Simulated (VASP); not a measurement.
Wanted: the native input for a VASP 6.6.1 run.

- Task: single point
- Functional: PBE
- Potentials or basis: VASP PAW PBE potentials, release 64 (In_d, Sb)
- Cutoff: 520 eV
- k mesh: 12 × 12 × 12
- Occupations: gaussian, width 0.1 eV
- Spin: no spin polarisation
- Dipole correction: no
- Further INCAR settings: ALGO = Normal; EDIFF = 1e-07; NBANDS = 16

The structure of InSb lies in POSCAR:

```
InSb
1.0
    0.0000000000      2.9468560898      2.9468560898
    2.9468560898      0.0000000000      2.9468560898
    2.9468560898      2.9468560898      0.0000000000
In Sb
1 1
Direct
    0.0000000000      0.0000000000      0.0000000000
    0.5000000000      0.5000000000      0.5000000000
```

This cell differs from its parent crystal: volume scaled by 0.88.

One way to write it, as run:

INCAR

```
PREC = Accurate ; ENCUT = 520
EDIFF = 1E-7 ; ISMEAR = 0
SIGMA = 0.1 ; LREAL = F
LASPH = T ; NELM = 100
ALGO = Normal ; ISIF = 2
LWAVE = F ; LCHARG = F
GGA = PE ; NBANDS = 16
```

KPOINTS

```
Automatic mesh
0
Gamma
  12 12 12
```

Potentials or basis: VASP PAW PBE potentials, release 64 (In_d, Sb).

Run with:

```sh
$ cat potpaw_PBE.64/In_d/POTCAR potpaw_PBE.64/Sb/POTCAR > POTCAR
$ mpirun -np 1 vasp_std > vasp.out
```

It gave:

| Property | Result |
| --- | --- |
| Pressure | 8.3 GPa |
| Band gap on the k mesh | zero (band 9 reaches 8.83 eV, above the bottom of band 10 at 5.64 eV) |

Caveat: spin-orbit coupling is left out, which moves the levels of the heavy elements.

Run time: 23 s on 1 thread of Intel Xeon 6975P-C, on a shared host, peak memory 0.21 GiB.
